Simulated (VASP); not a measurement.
Zr: relaxation of cell and atoms with PBE

The system is Zr.

```
Zr
1.0
     3.23480    0.00000    0.00000
    -1.61740    2.80142    0.00000
     0.00000    0.00000    5.16596
Zr
2
Direct
  0.33333 0.66667 0.25000
  0.66667 0.33333 0.75000
```

| Property | Result |
| --- | --- |
| Program | VASP 6.6.1 |
| Task | relaxation of cell and atoms |
| Functional | PBE |
| Potentials or basis | VASP PAW PBE potentials, release 64 (Zr_sv) |
| Cutoff | 600 eV |
| k mesh | 12 × 12 × 8 |
| Occupations | fermi-dirac, width 0.15 eV |
| Spin | no spin polarisation |
| Dipole correction | no |
| Further INCAR settings | ALGO = Fast; EDIFF = 1e-06; IBRION = 2; EDIFFG = -0.001; NSW = 80; ISIF = 3 |

```json
{
 "Relaxed volume": "23.44 Å³/atom",
 "Relaxed cell": "a = 3.229 Å, b = 3.229 Å, c = 5.191 Å, α = 90.00°, β = 90.00°, γ = 120.00°",
 "Space group after relaxing (to 0.1 Å)": "P6_3/mmc (No. 194)",
 "Energy gained by relaxing": "0.2 meV/atom",
 "Ionic steps": "16",
 "Pressure after relaxing": "0.0 GPa",
 "Band gap on the k mesh": "zero (bands 12 and 13 overlap by 1.06 eV)"
}
```

Step by step:
```csv
step,energy change (eV),largest force (eV/Å),pressure (GPa),volume (Å³)
1,0.0000,0.0000,0.17,46.81
2,-0.0003,0.0000,-0.14,46.98
3,-0.0003,0.0000,-0.17,46.98
4,-0.0004,0.0000,-0.01,46.87
5,-0.0004,0.0000,0.05,46.88
6,-0.0004,0.0000,-0.04,46.90
7,-0.0004,0.0000,-0.01,46.89
8,-0.0004,0.0000,0.00,46.89
9,-0.0004,0.0000,-0.03,46.89
10,-0.0004,0.0000,0.03,46.87
11,-0.0004,0.0000,0.04,46.88
12,-0.0004,0.0000,0.03,46.89
13,-0.0004,0.0000,0.01,46.89
14,-0.0004,0.0000,0.00,46.89
15,-0.0004,0.0000,0.00,46.89
16,-0.0004,0.0000,0.00,46.89
```

Final structure:
```
Zr
1.0
     3.22931    0.00000    0.00000
    -1.61466    2.79667    0.00000
     0.00000    0.00000    5.19149
Zr
2
Direct
  0.33333 0.66667 0.25000
  0.66667 0.33333 0.75000
```

Levels at points of the mesh, in eV from the Fermi level:
| k point | band 10 | band 11 | band 12 | band 13 | band 14 | band 15 |
| --- | --- | --- | --- | --- | --- | --- |
| (0.00, 0.00, 0.00) | -2.96 | 0.93 | 0.93 | 0.99 | 1.13 | 1.60 |
| (0.50, 0.00, 0.00) | -2.44 | -2.07 | -0.14 | 0.66 | 0.79 | 1.46 |
| (0.00, 0.00, 0.50) | -3.91 | 0.07 | 0.07 | 0.86 | 0.86 | 0.86 |
| (0.50, 0.00, 0.50) | -2.79 | -1.01 | -1.01 | 1.67 | 1.67 | 2.29 |

It took 6.5 min on 1 thread of Intel(R) Xeon(R) Platinum 8488C (Sapphire Rapids), on a shared host, peak memory 0.23 GiB.
